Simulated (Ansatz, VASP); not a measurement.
**SiNi: VASP beside Ansatz**

```xyz
4
Lattice="2.6377 0.0000 0.0000 0.0000 2.6377 0.0000 0.0000 0.0000 6.5456" Properties=species:S:1:pos:R:3 pbc="T T T"
Ni    2.6377    0.0000    6.5456
Ni    2.6377    0.0000    3.2728
Si    1.3188    1.3188    1.6364
Si    1.3188    1.3188    4.9092
```

Alike in both runs: task single point; functional PBE; k mesh 16 × 16 × 6; occupations gaussian, width 0.1 eV; collinear spin.

|  | VASP | Ansatz |
| --- | --- | --- |
| version | VASP 6.6.1 | Ansatz 0.2.0 |
| potentials or method | VASP PAW PBE potentials, release 64 (Ni, Si), cutoff 520 eV | scalar-relativistic, plane waves, PAW |
| valence electrons in the cell | 28 | 44 |

|  | VASP | Ansatz | Ansatz less VASP |
| --- | --- | --- | --- |
| gap on the k mesh at the Fermi level (eV) | none | none | - |
| pressure (GPa) | 0.0 | 0.0 | -0.05 |
| net moment per atom (μB) | 0.00 | 0.00 | 0.000 |

A gap of «none» marks a metal or a gap that the smearing closes. The functional is the same, so the differences come from potentials, cutoffs and numerics. VASP's potentials hold 28 valence electrons a cell and Ansatz's 44, so a difference there can come from the potentials and not from the codes. Ansatz's warnings: seeded moment not kept.
